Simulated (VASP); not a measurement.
# H (P6_3/mmc) in VASP: further runs

The runs below take H through single point, with revPBE, r2SCAN, PBE.

Everything below comes from runs of VASP 6.6.1. Logs are shortened: lines on timing, memory, paths and dates and some standing lists are left out, and cuts for length are marked.

## (1) The cell of the first run

Symmetry: P6_3/mmc, No. 194, hexagonal system. The conventional cell has a = 5.170 Å, b = 5.170 Å, c = 3.850 Å, α = 90.00°, β = 90.00°, γ = 120.00°. Within 4.7 Å of H (site symmetry -6m2) lie 8 H at 3.55 to 3.85 Å.

## (2) Single point, revPBE, collinear spin

File INCAR:

```
PREC = Accurate ; ENCUT = 520
EDIFF = 1E-6 ; ISMEAR = 0
SIGMA = 0.1 ; LREAL = False
LASPH = True ; NELM = 150
ALGO = Normal ; ISIF = 2
LWAVE = False ; LCHARG = False
ISPIN = 2 ; MAGMOM = 1.03 1.03
LORBIT = 11 ; GGA = RE
NBANDS = 12
```

File KPOINTS:

```
Automatic mesh
0
Gamma
  2 2 2
```

File POSCAR:

```
H
1.0
    5.1702470185      0.0000000000      0.0000000000
   -2.5851235093      4.4775652619      0.0000000000
    0.0000000000      0.0000000000      3.8495250000
H
2
Direct
    0.3333333333      0.6666666667      0.2500000000
    0.6666666667      0.3333333333      0.7500000000
```

Potentials or basis: VASP PAW PBE potentials, release 64 (H).

On the command line:

```console
cat potpaw_PBE.64/H/POTCAR > POTCAR
mpirun -np 1 vasp_std > vasp.out
```

OUTCAR:

```text
PREC = Accurate
   ENCUT = 520
   EDIFF = 1E-6
   ISMEAR = 0
   LREAL = False
   LASPH = True
   NELM = 150
   ISIF = 2
   ISPIN = 2
   LORBIT = 11
   GGA = RE

 ion  position               nearest neighbor table
   1  0.333  0.667  0.250-
   2  0.667  0.333  0.750-

  LATTYP: Found a hexagonal cell.
 ALAT       =     5.1702470185
 C/A-ratio  =     0.7445534007

  Lattice vectors:

 A1 = (   5.1702470185,   0.0000000000,   0.0000000000)
 A2 = (  -2.5851235093,   4.4775652619,   0.0000000000)
 A3 = (   0.0000000000,   0.0000000000,   3.8495250000)

Analysis of symmetry for initial positions (statically):
=====================================================================
 Subroutine PRICEL returns:
 Original cell was already a primitive cell.

 Routine SETGRP: Setting up the symmetry group for a
 hexagonal supercell.

 Subroutine GETGRP returns: Found 24 space group operations
 (whereof 12 operations were pure point group operations)
 out of a pool of 24 trial point group operations.

The static configuration has the point symmetry D_3d.
 The point group associated with its full space group is D_6h.

Analysis of symmetry for dynamics (positions and initial velocities):
=====================================================================
 Subroutine PRICEL returns:
 Original cell was already a primitive cell.

 Routine SETGRP: Setting up the symmetry group for a
 hexagonal supercell.

 Subroutine GETGRP returns: Found 24 space group operations
 (whereof 12 operations were pure point group operations)
 out of a pool of 24 trial point group operations.

The dynamic configuration has the point symmetry D_3d.
 The point group associated with its full space group is D_6h.

Analysis of structural, dynamic, and magnetic symmetry:
=====================================================================
 Subroutine PRICEL returns:
 Original cell was already a primitive cell.

 Routine SETGRP: Setting up the symmetry group for a
 hexagonal supercell.

 Subroutine GETGRP returns: Found 24 space group operations
 (whereof 12 operations were pure point group operations)
 out of a pool of 24 trial point group operations.

The overall configuration has the point symmetry D_3d.
 The point group associated with its full space group is D_6h.

 Subroutine INISYM returns: Found 24 space group operations
 (whereof 12 operations are pure point group operations),
 and found     1 'primitive' translations

----------------------------------------------------------------------------------------

                                     Primitive cell

  volume of cell :      89.1170

  direct lattice vectors                    reciprocal lattice vectors
     5.170247018  0.000000000  0.000000000     0.193414356  0.111667831  0.000000000
    -2.585123509  4.477565262  0.000000000     0.000000000  0.223335662  0.000000000
     0.000000000  0.000000000  3.849525000     0.000000000  0.000000000  0.259772310

  length of vectors
     5.170247018  5.170247019  3.849525000     0.223335662  0.223335662  0.259772310

  position of ions in fractional coordinates (direct lattice)
     0.333333333  0.666666667  0.250000000
     0.666666667  0.333333333  0.750000000

  ion indices of the primitive-cell ions
   primitive index   ion index
                 1           1
                 2           2

----------------------------------------------------------------------------------------

 KPOINTS: Automatic mesh

Automatic generation of k-mesh.
 Grid dimensions read from file:
 generate k-points for:    2    2    2

 Generating k-lattice:

  Cartesian coordinates                     Fractional coordinates (reciprocal lattice)
     0.096707178  0.055833915  0.000000000     0.500000000  0.000000000  0.000000000
     0.000000000  0.111667831  0.000000000     0.000000000  0.500000000  0.000000000
     0.000000000  0.000000000  0.129886155     0.000000000  0.000000000  0.500000000

  Length of vectors
     0.111667831  0.111667831  0.129886155

  Shift w.r.t. Gamma in fractional coordinates (k-lattice)
[... 20 lines left out ...]
   NGXF,Y,Z  is equivalent  to a cutoff of  25.72, 25.72, 25.91 a.u.
 SYSTEM =  unknown system
   PREC   = accura    normal or accurate (medium, high low for compatibility)
   ISTART =      0    job   : 0-new  1-cont  2-samecut
   ICHARG =      2    charge: 1-file 2-atom 10-const
   ISPIN  =      2    spin polarized calculation?
   LNONCOLLINEAR =      F non collinear calculations
   LSORBIT =      F    spin-orbit coupling
   LASPH  =      T    aspherical Exc in radial PAW
   ENCUT  =  520.0 eV  38.22 Ry    6.18 a.u.   9.61  9.61  7.16*2*pi/ulx,y,z
   NELM   =    150;   NELMIN=  2; NELMDL= -5     # of ELM steps
   EDIFF  = 0.1E-05   stopping-criterion for ELM
   LREAL  =      F    real-space projection
   EDIFFG = 0.1E-04   stopping-criterion for IOM
   NSW    =      0    number of steps for IOM
   IBRION =     -1    ionic relax: 0-MD 1-quasi-New 2-CG
   NFREE  =      0    steps in history (QN), initial steepest desc. (CG)
   ISIF   =      2    stress and relaxation
   ISYM   =      2    0-nonsym 1-usesym 2-fastsym
   POTIM  = 0.5000    time-step for ionic-motion
   TEBEG  =    0.0;   TEEND  =   0.0 temperature during run
   PSTRESS=    0.0 pullay stress
   NELECT =       2.0000    total number of electrons
   NUPDOWN=      -1.0000    fix difference up-down
   EMIN   =  10.00;   EMAX   =-10.00  energy-range for DOS
   EFERMI =   0.00;   METHOD = LEGACY
   ISMEAR =     0;   SIGMA  =   0.10  broadening in eV -4-tet -1-fermi 0-gaus
   EFERMI_NEDOS =   21; number of points for ismear=-14 and -15
   IALGO  =     38    algorithm
   IMIX   =      4    mixing-type and parameters
     AMIX     =   0.40;   BMIX     =  1.00
     AMIX_MAG =   1.60;   BMIX_MAG =  1.00
  volume/ion in A,a.u.               =      44.56       300.70
  Fermi-wavevector in a.u.,A,eV,Ry     =   0.461776  0.872630  2.901267  0.213237
  Thomas-Fermi vector in A             =   1.449004
   LORBIT       =     11    0 simple, 1 ext, 2 COOP (PROOUT), +10 PAW based schemes
   GGA     = RE    functional components
   LHFCALC =     F    Hartree Fock is set to
   AEXX    =    0.0000 exact exchange contribution
   IVDW    =     0    specifies the selected vdW correction
   LEPSILON=     F    determine dielectric tensor
   LRPA    =     F    only Hartree local field effects (RPA)
 spin polarized calculation
 Gauss-broadening in eV      SIGMA  =   0.10
  energy-cutoff  :      520.00
  volume of cell :       89.12
 maximum number of plane-waves:      2414
 NGX is ok and might be reduce to    40
   NGX = 19   NGY = 19   NGZ = 15

 number of electron       2.0000000 magnetization       2.0000000

 Free energy of the ion-electron system (eV)
  ---------------------------------------------------
  ext. energy  EPLUGINS =         0.00000000
  ---------------------------------------------------
  free energy    TOTEN  =        -2.35831198 eV

  energy without entropy =       -2.35831198  energy(sigma->0) =       -2.35831198

 E-fermi :  -6.0316     XC(G=0):   0.9010

 val. band max:       -6.4730003089   @ k =   0.0000   0.0000   0.0000
 cond. band min:       0.6920360418   @ k =   0.5000   0.0000   0.0000
 fundamental gap:      7.1650363507
 Fermi energy:        -6.0315619498

 spin component 1

 k-point     1 :       0.0000    0.0000    0.0000
  band No.  band energies     occupation
      1      -7.8267      1.00000
      2      -6.4730      1.00000
      3       1.9633      0.00000
      4       3.8290      0.00000
      5       3.8290      0.00000
      6       4.9140      0.00000
      7       4.9140      0.00000
      8       6.2483      0.00000
      9       7.3237      0.00000
     10       8.4222      0.00000
     11      11.0489      0.00000
     12      13.2570      0.00000
[... 31 lines left out ...]
 k-point     4 :       0.5000    0.0000    0.5000
  band No.  band energies     occupation
      1      -6.8567      1.00000
      2      -6.8567      1.00000
      3       1.6557      0.00000
      4       1.6557      0.00000
      5       4.2252      0.00000
      6       4.2252      0.00000
      7       4.9280      0.00000
      8       4.9280      0.00000
      9       9.2375      0.00000
     10       9.2375      0.00000
     11      11.1877      0.00000
     12      11.1877      0.00000
 Fermi energy:        -6.0315619498

 spin component 2

 k-point     1 :       0.0000    0.0000    0.0000
  band No.  band energies     occupation
      1       3.5513      0.00000
      2      10.0521      0.00000
      3      10.0526      0.00000
      4      11.6630      0.00000
      5      12.6087      0.00000
      6      12.6088      0.00000
      7      12.9774      0.00000
      8      13.6340      0.00000
      9      15.7593      0.00000
     10      20.1118      0.00000
     11      20.1124      0.00000
     12      20.3183      0.00000
[... 31 lines left out ...]
 k-point     4 :       0.5000    0.0000    0.5000
  band No.  band energies     occupation
      1       6.8426      0.00000
      2       6.8426      0.00000
      3       9.3825      0.00000
      4       9.3825      0.00000
      5      11.6828      0.00000
      6      11.6828      0.00000
      7      13.8441      0.00000
      8      13.8441      0.00000
      9      19.2074      0.00000
     10      19.2074      0.00000
     11      20.2847      0.00000
     12      20.2847      0.00000

------------------------ aborting loop because EDIFF is reached ----------------------------------------

  FORCE on cell =-STRESS in cart. coord.  units (eV):
  Direction    XX          YY          ZZ          XY          YZ          ZX
  --------------------------------------------------------------------------------------
  -------------------------------------------------------------------------------------
  Total        0.1000897      0.1000897      0.1940196     -0.0000000     -0.0000000      0.0000000
  in kB        1.7994493      1.7994493      3.4881552     -0.0000000     -0.0000000      0.0000000
  external PRESSURE =       2.3623513 kB  Pullay stress =       0.0000000 kB

 VOLUME and BASIS-vectors are now :
 -----------------------------------------------------------------------------
  energy-cutoff  :      520.00
  volume of cell :       89.12
      direct lattice vectors                 reciprocal lattice vectors
     5.170247018  0.000000000  0.000000000     0.193414356  0.111667831  0.000000000
    -2.585123509  4.477565262  0.000000000     0.000000000  0.223335662  0.000000000
     0.000000000  0.000000000  3.849525000     0.000000000  0.000000000  0.259772310

 POSITION                                       TOTAL-FORCE (eV/Angst)
 -----------------------------------------------------------------------------------
     -0.00000      2.98504      0.96238         0.000000     -0.000000      0.000000
      2.58512      1.49252      2.88714        -0.000000      0.000000     -0.000000
 -----------------------------------------------------------------------------------
    total drift:                               -0.000000      0.000000     -0.000000

  FREE ENERGIE OF THE ION-ELECTRON SYSTEM (eV)
  ---------------------------------------------------
  free  energy   TOTEN  =        -2.3583119838 eV

  energy  without entropy=       -2.3583119838  energy(sigma->0) =       -2.35831198

 total charge

# of ion       s       p       d       tot
------------------------------------------
    1        0.386   0.000   0.000   0.386
    2        0.386   0.000   0.000   0.386
--------------------------------------------------
tot          0.773   0.000   0.000   0.773

 magnetization (x)

# of ion       s       p       d       tot
------------------------------------------
    1        0.386   0.000   0.000   0.386
    2        0.386   0.000   0.000   0.386
--------------------------------------------------
tot          0.773   0.000   0.000   0.773
```

It took 29 s on 1 thread of AMD EPYC 7R13, shared host; peak memory 0.19 GiB.

Results:

- Free energy: -2.3583 eV
- Pressure: 0.2 GPa
- Band gap on the k mesh: 7.17 eV (least direct gap 7.63 eV)
- Net moment: 2.00 μB per cell
- Site moments: H +0.39 μB
- Valence electrons inside the program's atomic spheres: H 0.39

Caveat: the k points lie up to 0.82 Å⁻¹ apart, too coarse for converged energies, forces and pressures; the atoms stand far beyond bonding distance; the PAW data sets were made with another functional, which shifts forces and pressure a little. A k mesh can miss the band edges.

## (3) Single point, r2SCAN, collinear spin

POSCAR is that of step 2.

File INCAR.step1:

```
SYSTEM = H
PREC     = Accurate       ! precision mode
ENCUT    = 520            ! plane-wave cutoff, eV
ISMEAR   = 0              ! smearing method
SIGMA    = 0.1            ! smearing width, eV
LREAL    = .False.        ! projectors in reciprocal space
LASPH    = .True.         ! aspherical terms in the spheres
NELM     = 150            ! most SCF steps
ISPIN    = 2              ! spin polarisation
MAGMOM   = 1.03 1.03      ! initial moments
NBANDS   = 12             ! bands
GGA      = PE             ! functional
ALGO     = Normal         ! electronic algorithm
EDIFF    = 1E-4           ! SCF threshold, eV
LWAVE    = .True.         ! write WAVECAR
LCHARG   = .False.        ! write CHGCAR
```

File INCAR.step2:

```
SYSTEM = H
PREC     = Accurate       ! precision mode
ENCUT    = 520            ! plane-wave cutoff, eV
EDIFF    = 1E-7           ! SCF threshold, eV
ISMEAR   = 0              ! smearing method
SIGMA    = 0.1            ! smearing width, eV
LREAL    = .False.        ! projectors in reciprocal space
LASPH    = .True.         ! aspherical terms in the spheres
NELM     = 150            ! most SCF steps
ALGO     = Normal         ! electronic algorithm
ISIF     = 2              ! what is computed and relaxed
LWAVE    = .False.        ! write WAVECAR
LCHARG   = .False.        ! write CHGCAR
ISPIN    = 2              ! spin polarisation
MAGMOM   = 1.03 1.03      ! initial moments
LORBIT   = 11             ! projections on sites
METAGGA  = R2SCAN         ! meta-GGA
LMIXTAU  = .True.       
NBANDS   = 12             ! bands
ISTART   = 1
```

File KPOINTS:

```
Automatic mesh
0
Gamma
  1 1 5
  0 0 0
```

Potentials or basis: VASP PAW PBE potentials, release 64 (H).

On the command line:

```console
cat potpaw_PBE.64/H/POTCAR > POTCAR
cp INCAR.step1 INCAR
mpirun -np 1 vasp_std > vasp.out
cp INCAR.step2 INCAR
mpirun -np 1 vasp_std > vasp.out
```

Wall time 97 s (1 thread of AMD EPYC 7R13, shared host); peak memory 0.21 GiB.

It converged, with:

```yaml
Free_energy: -2.2926 eV
Pressure: -0.2 GPa
Band_gap_on_the_k_mesh: 4.59 eV
Net_moment: 2.00 μB per cell
Site_moments: H +0.38 μB
Valence_electrons_inside_the_program's_atomic_spheres: H 0.38
```

Stress tensor (GPa, compression positive):
```
-0.43  0.00  0.00
 0.00 -0.43  0.00
 0.00  0.00  0.39
```

Levels at points of the mesh, in eV from the valence-band top:
Spin up:
| k point | band 1 | band 2 | band 3 | band 4 | band 5 | band 6 |
| --- | --- | --- | --- | --- | --- | --- |
| (0.00, 0.00, 0.00) | -1.40 | 0.00 | 8.93 | 10.85 | 10.85 | 12.00 |
Spin down:
```
           k point  band 1  band 2  band 3
(0.00, 0.00, 0.00)    4.59    7.80   12.65
```

Caveat: the k points lie up to 1.40 Å⁻¹ apart, too coarse for converged energies, forces and pressures; the atoms stand far beyond bonding distance; the PAW data sets were made with another functional, which shifts forces and pressure a little. A k mesh can miss the band edges.

[end of part 1 of 2]
